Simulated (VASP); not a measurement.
**Co: single point with revPBE**

Crystal: Co.

```xyz
2
Lattice="2.4720 0.0000 0.0000 -1.2360 2.1408 0.0000 0.0000 0.0000 4.0211" Properties=species:S:1:pos:R:3 pbc="T T T"
Co    1.2360    0.7136    3.0159
Co    0.0000    1.4272    1.0053
```

```yaml
Program: VASP 6.6.1
Task: single point
Functional: revPBE
Potentials_or_basis: VASP PAW PBE potentials, release 64 (Co)
Cutoff: 520 eV
k_mesh: 12 × 12 × 7
Occupations: fermi-dirac, width 0.05 eV
Spin: collinear spin, ferromagnetic start
Starting_moments: "[2.0, 2.0] μB"
Dipole_correction: no
Further_INCAR_settings: ALGO = Fast; EDIFF = 1e-06; NBANDS = 20
```

* Pressure: 8.4 GPa
* Net moment: 3.22 μB per cell
* Site moments: Co +1.63 μB
* Valence electrons inside the program's atomic spheres: Co 8.31

Stress tensor (GPa, compression positive):
```
9.30 0.00 0.00
0.00 9.30 0.00
0.00 0.00 6.49
```

Levels at points of the mesh, in eV from the Fermi level:
Spin up:
```csv
k point,band 8,band 9,band 10,band 11,band 12,band 13,band 14,band 15
"(0.00, 0.00, 0.00)",-1.94,-1.94,-0.84,-0.84,-0.14,6.45,22.21,25.08
"(0.50, 0.00, 0.00)",-0.68,-0.62,-0.54,1.36,3.44,9.82,10.51,12.86
```
Spin down:
```
           k point  band 4  band 5  band 6  band 7  band 8  band 9  band 10  band 11
(0.00, 0.00, 0.00)   -0.97   -0.97   -0.60   -0.60   -0.24   -0.14    -0.14     1.08
(0.50, 0.00, 0.00)   -1.88   -1.11   -1.07   -0.65    1.23    1.34     1.40     2.60
```

Run time: 78 s on 1 thread of Intel Xeon 6975P-C, with other jobs on the host, peak memory 0.17 GiB.

Caveat: the PAW data sets were made with another functional, which shifts forces and pressure a little.
